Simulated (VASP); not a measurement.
# PbC (Cmmm) in VASP: single point with PBE

Aim: the single point of PbC with PBE.

Program: VASP 6.6.1. These are calculated values, not measurements. Logs are shortened: lines on timing, memory, paths and dates and some standing lists are left out, and cuts for length are marked.

### Step 1. The cell of the first run

It takes space group Cmmm (No. 65, orthorhombic). The conventional cell has a = 4.632 Å, b = 4.791 Å, c = 3.144 Å, α = 90.00°, β = 90.00°, γ = 90.00°. Pb (site symmetry mmm) has 8 C at 2.80 to 2.87 Å and 6 Pb at 3.14 to 3.33 Å within 3.7 Å. C (site symmetry mmm) has 8 Pb at 2.80 to 2.87 Å and 6 C at 3.14 to 3.33 Å within 3.7 Å.

The cell was built from a structure type or drawn by symmetry, and may not be a known phase.

### Step 2. Single point, PBE

INCAR

```
  ALGO = Normal
  EDIFF = 1E-6
  ENCUT = 520
  GGA = PE
  ISIF = 2
  ISMEAR = 0
  LASPH = T
  LCHARG = F
  LREAL = F
  LWAVE = F
  NBANDS = 16
  NELM = 80
  PREC = Accurate
  SIGMA = 0.2
```

KPOINTS

```
k-points
0
Gamma
  6 6 4
```

POSCAR

```
PbC
1.0
    2.3162203602     -2.3952607393      0.0000000000
    2.3162203602      2.3952607393      0.0000000000
    0.0000000000      0.0000000000      3.1440252404
Pb C
1 1
Direct
    0.5000000000      0.5000000000      0.0000000000
    0.0000000000      0.0000000000      0.5000000000
```

Potentials or basis: VASP PAW PBE potentials, release 64 (Pb_d, C).

On the command line:

```bash
$ cat potpaw_PBE.64/Pb_d/POTCAR potpaw_PBE.64/C/POTCAR > POTCAR
$ mpirun -np 1 vasp_std > vasp.out
```

OUTCAR:

```text
EDIFF = 1E-6
   ENCUT = 520
   GGA = PE
   ISIF = 2
   ISMEAR = 0
   LASPH = T
   LREAL = F
   NELM = 80
   PREC = Accurate

 ion  position               nearest neighbor table
   1  0.500  0.500  0.000-   2 2.80   2 2.80   2 2.80   2 2.80   2 2.87   2 2.87   2 2.87   2 2.87

   2  0.000  0.000  0.500-   1 2.80   1 2.80   1 2.80   1 2.80   1 2.87   1 2.87   1 2.87   1 2.87

  LATTYP: Found a base centered orthorhombic cell.
 ALAT       =     4.6324407204
 B/A-ratio  =     1.0341247234
 C/A-ratio  =     0.6786973499

  Lattice vectors:

 A1 = (   2.3162203602,  -2.3952607393,   0.0000000000)
 A2 = (   2.3162203602,   2.3952607393,   0.0000000000)
 A3 = (   0.0000000000,   0.0000000000,   3.1440252404)

Analysis of symmetry for initial positions (statically):
=====================================================================
 Subroutine PRICEL returns:
 Original cell was already a primitive cell.

 Routine SETGRP: Setting up the symmetry group for a
 base centered orthorhombic supercell.

 Subroutine GETGRP returns: Found  8 space group operations
 (whereof  8 operations were pure point group operations)
 out of a pool of  8 trial point group operations.

The static configuration has the point symmetry D_2h.

Analysis of symmetry for dynamics (positions and initial velocities):
=====================================================================
 Subroutine PRICEL returns:
 Original cell was already a primitive cell.

 Routine SETGRP: Setting up the symmetry group for a
 base centered orthorhombic supercell.

 Subroutine GETGRP returns: Found  8 space group operations
 (whereof  8 operations were pure point group operations)
 out of a pool of  8 trial point group operations.

The dynamic configuration has the point symmetry D_2h.

 Subroutine INISYM returns: Found  8 space group operations
 (whereof  8 operations are pure point group operations),
 and found     1 'primitive' translations

----------------------------------------------------------------------------------------

                                     Primitive cell

  volume of cell :      34.8858

  direct lattice vectors                    reciprocal lattice vectors
     2.316220360 -2.395260739  0.000000000     0.215868925 -0.208745541  0.000000000
     2.316220360  2.395260739  0.000000000     0.215868925  0.208745541  0.000000000
     0.000000000  0.000000000  3.144025240     0.000000000  0.000000000  0.318063604

  length of vectors
     3.331989011  3.331989011  3.144025240     0.300290017  0.300290017  0.318063604

  position of ions in fractional coordinates (direct lattice)
     0.500000000  0.500000000  0.000000000
     0.000000000  0.000000000  0.500000000

  ion indices of the primitive-cell ions
   primitive index   ion index
                 1           1
                 2           2

----------------------------------------------------------------------------------------

 KPOINTS: k-points

Automatic generation of k-mesh.
 Grid dimensions read from file:
 generate k-points for:    6    6    4

 Generating k-lattice:

  Cartesian coordinates                     Fractional coordinates (reciprocal lattice)
     0.035978154 -0.034790924  0.000000000     0.166666667 -0.000000000  0.000000000
     0.035978154  0.034790924  0.000000000    -0.000000000  0.166666667  0.000000000
     0.000000000  0.000000000  0.079515901     0.000000000  0.000000000  0.250000000

  Length of vectors
     0.050048336  0.050048336  0.079515901

  Shift w.r.t. Gamma in fractional coordinates (k-lattice)
     0.000000000  0.000000000  0.000000000

 Subroutine IBZKPT returns following result:
 ===========================================

 Found     39 irreducible k-points:

 Following reciprocal coordinates:
            Coordinates               Weight
  0.000000  0.000000  0.000000      1.000000
  0.166667  0.000000  0.000000      4.000000
  0.333333  0.000000  0.000000      4.000000
  0.500000  0.000000  0.000000      2.000000
  0.166667  0.166667  0.000000      2.000000
  0.333333  0.166667  0.000000      4.000000
[... 16 lines left out ...]
  0.333333  0.333333  0.250000      4.000000
  0.500000  0.333333  0.250000      8.000000
 [... further k-points ...]
   k-points           NKPTS =     39   k-points in BZ     NKDIM =     39   number of bands    NBANDS=     16
   number of dos      NEDOS =    301   number of ions     NIONS =      2
   total plane-waves  NPLWV =  18816
   dimension x,y,z NGX =    28 NGY =   28 NGZ =   24
   dimension x,y,z NGXF=    56 NGYF=   56 NGZF=   48
   ions per type =               1   1
   NGX,Y,Z   is equivalent  to a cutoff of  13.97, 13.97, 12.69 a.u.
   NGXF,Y,Z  is equivalent  to a cutoff of  27.94, 27.94, 25.38 a.u.
 SYSTEM =  unknown system
   PREC   = accura    normal or accurate (medium, high low for compatibility)
   ISTART =      0    job   : 0-new  1-cont  2-samecut
   ICHARG =      2    charge: 1-file 2-atom 10-const
   ISPIN  =      1    spin polarized calculation?
   LNONCOLLINEAR =      F non collinear calculations
   LSORBIT =      F    spin-orbit coupling
   LASPH  =      T    aspherical Exc in radial PAW
   ENCUT  =  520.0 eV  38.22 Ry    6.18 a.u.   6.20  6.20  5.85*2*pi/ulx,y,z
   NELM   =     80;   NELMIN=  2; NELMDL= -5     # of ELM steps
   EDIFF  = 0.1E-05   stopping-criterion for ELM
   LREAL  =      F    real-space projection
   EDIFFG = 0.1E-04   stopping-criterion for IOM
   NSW    =      0    number of steps for IOM
   IBRION =     -1    ionic relax: 0-MD 1-quasi-New 2-CG
   NFREE  =      0    steps in history (QN), initial steepest desc. (CG)
   ISIF   =      2    stress and relaxation
   ISYM   =      2    0-nonsym 1-usesym 2-fastsym
   POTIM  = 0.5000    time-step for ionic-motion
   TEBEG  =    0.0;   TEEND  =   0.0 temperature during run
   PSTRESS=    0.0 pullay stress
   NELECT =      18.0000    total number of electrons
   NUPDOWN=      -1.0000    fix difference up-down
   EMIN   =  10.00;   EMAX   =-10.00  energy-range for DOS
   EFERMI =   0.00;   METHOD = LEGACY
   ISMEAR =     0;   SIGMA  =   0.20  broadening in eV -4-tet -1-fermi 0-gaus
   EFERMI_NEDOS =   21; number of points for ismear=-14 and -15
   IALGO  =     38    algorithm
   IMIX   =      4    mixing-type and parameters
     AMIX     =   0.40;   BMIX     =  1.00
     AMIX_MAG =   1.60;   BMIX_MAG =  1.00
  volume/ion in A,a.u.               =      17.44       117.71
  Fermi-wavevector in a.u.,A,eV,Ry     =   1.313055  2.481313 23.457971  1.724112
  Thomas-Fermi vector in A             =   2.443404
   LORBIT       =      0    0 simple, 1 ext, 2 COOP (PROOUT), +10 PAW based schemes
   GGA     = PE    functional components
   LHFCALC =     F    Hartree Fock is set to
   AEXX    =    0.0000 exact exchange contribution
   IVDW    =     0    specifies the selected vdW correction
   LEPSILON=     F    determine dielectric tensor
   LRPA    =     F    only Hartree local field effects (RPA)
 non-spin polarized calculation
 Gauss-broadening in eV      SIGMA  =   0.20
  energy-cutoff  :      520.00
  volume of cell :       34.89
 maximum number of plane-waves:       952
 NGX is ok and might be reduce to    28
   NGX = 13   NGY = 13   NGZ = 11

 number of electron      18.0000002 magnetization

 Free energy of the ion-electron system (eV)
  ---------------------------------------------------
  ext. energy  EPLUGINS =         0.00000000
  ---------------------------------------------------
  free energy    TOTEN  =        -8.23398414 eV

  energy without entropy =       -8.20266324  energy(sigma->0) =       -8.21832369

 E-fermi :   7.5446     XC(G=0): -11.1393

 val. band max:        7.5383895590   @ k =  -0.1667   0.1667   0.5000
 cond. band min:       7.5801371267   @ k =  -0.1667   0.1667   0.5000
 fundamental gap:      0.0417475677
 Fermi energy:         7.5446149204

 k-point     1 :       0.0000    0.0000    0.0000
  band No.  band energies     occupation
      1      -9.6545      2.00000
      2      -9.5067      2.00000
      3      -9.0352      2.00000
      4      -9.0080      2.00000
      5      -9.0036      2.00000
      6      -5.8605      2.00000
[... 8 lines left out ...]
     15      17.0008      0.00000
     16      24.2832      0.00000

 k-point     2 :       0.1667    0.0000    0.0000
  band No.  band energies     occupation
      1      -9.6366      2.00000
      2      -9.4371      2.00000
      3      -9.0708      2.00000
      4      -9.0382      2.00000
      5      -9.0029      2.00000
      6      -5.4847      2.00000
[... 8 lines left out ...]
     15      17.8780      0.00000
     16      22.6283      0.00000

 k-point     3 :       0.3333    0.0000    0.0000
  band No.  band energies     occupation
      1      -9.6147      2.00000
      2      -9.2901      2.00000
      3      -9.1406      2.00000
      4      -9.1016      2.00000
      5      -8.9974      2.00000
      6      -4.3604      2.00000
[... 8 lines left out ...]
     15      20.2185      0.00000
     16      21.2507      0.00000

 k-point     4 :       0.5000    0.0000    0.0000
  band No.  band energies     occupation
      1      -9.6061      2.00000
      2      -9.2192      2.00000
      3      -9.1725      2.00000
      4      -9.1330      2.00000
      5      -8.9946      2.00000
      6      -2.8034      2.00000
[... 8 lines left out ...]
     15      19.3905      0.00000
     16      23.8347      0.00000
[... 324 lines left out ...]
 k-point    22 :      -0.1667    0.1667    0.2500
  band No.  band energies     occupation
      1      -9.3519      2.00000
      2      -9.3163      2.00000
      3      -9.1766      2.00000
      4      -9.1547      2.00000
      5      -9.0990      2.00000
      6      -4.1901      2.00000
[... 8 lines left out ...]
     15      20.2680      0.00000
     16      22.7344      0.00000

 k-point    23 :       0.3333    0.3333    0.2500
  band No.  band energies     occupation
      1      -9.2921      2.00000
      2      -9.2376      2.00000
      3      -9.2328      2.00000
      4      -9.2001      2.00000
      5      -9.0596      2.00000
      6      -1.9722      2.00000
[... 8 lines left out ...]
     15      20.5881      0.00000
     16      21.4543      0.00000

 k-point    24 :       0.5000    0.3333    0.2500
  band No.  band energies     occupation
      1      -9.3385      2.00000
      2      -9.2726      2.00000
      3      -9.2247      2.00000
      4      -9.1884      2.00000
      5      -8.9751      2.00000
      6      -1.1497      2.00000
[... 8 lines left out ...]
     15      20.7831      0.00000
     16      21.6033      0.00000

 [... further k-points ...]

------------------------ aborting loop because EDIFF is reached ----------------------------------------

  FORCE on cell =-STRESS in cart. coord.  units (eV):
  Direction    XX          YY          ZZ          XY          YZ          ZX
  --------------------------------------------------------------------------------------
  -------------------------------------------------------------------------------------
  Total        0.1253623     -0.0538033     -0.1453179      0.0000000      0.0000000      0.0000000
  in kB        5.7574336     -2.4709884     -6.6739179      0.0000000      0.0000000      0.0000000
  external PRESSURE =      -1.1291576 kB  Pullay stress =       0.0000000 kB

 VOLUME and BASIS-vectors are now :
 -----------------------------------------------------------------------------
  energy-cutoff  :      520.00
  volume of cell :       34.89
      direct lattice vectors                 reciprocal lattice vectors
     2.316220360 -2.395260739  0.000000000     0.215868925 -0.208745541  0.000000000
     2.316220360  2.395260739  0.000000000     0.215868925  0.208745541  0.000000000
     0.000000000  0.000000000  3.144025240     0.000000000  0.000000000  0.318063604

 POSITION                                       TOTAL-FORCE (eV/Angst)
 -----------------------------------------------------------------------------------
      2.31622      0.00000      0.00000         0.000000     -0.000000      0.000000
      0.00000      0.00000      1.57201        -0.000000      0.000000      0.000000
 -----------------------------------------------------------------------------------
    total drift:                                0.000000      0.000000     -0.000000

  FREE ENERGIE OF THE ION-ELECTRON SYSTEM (eV)
  ---------------------------------------------------
  free  energy   TOTEN  =        -8.2339841439 eV

  energy  without entropy=       -8.2026632360  energy(sigma->0) =       -8.21832369
```

Run time: 9.9 s. Hardware: 1 thread of AMD EPYC 9R45 (Zen 5), shared host; peak memory 0.13 GiB.

What came out:

```yaml
Free_energy: -8.2340 eV
Pressure: -0.1 GPa
Band_gap_on_the_k_mesh: zero (bands 9 and 10 overlap by 2.39 eV)
```

Caveat: the k points lie up to 0.50 Å⁻¹ apart, too coarse for converged energies and pressures of a metal; spin-orbit coupling is left out, which moves the levels of the heavy elements.
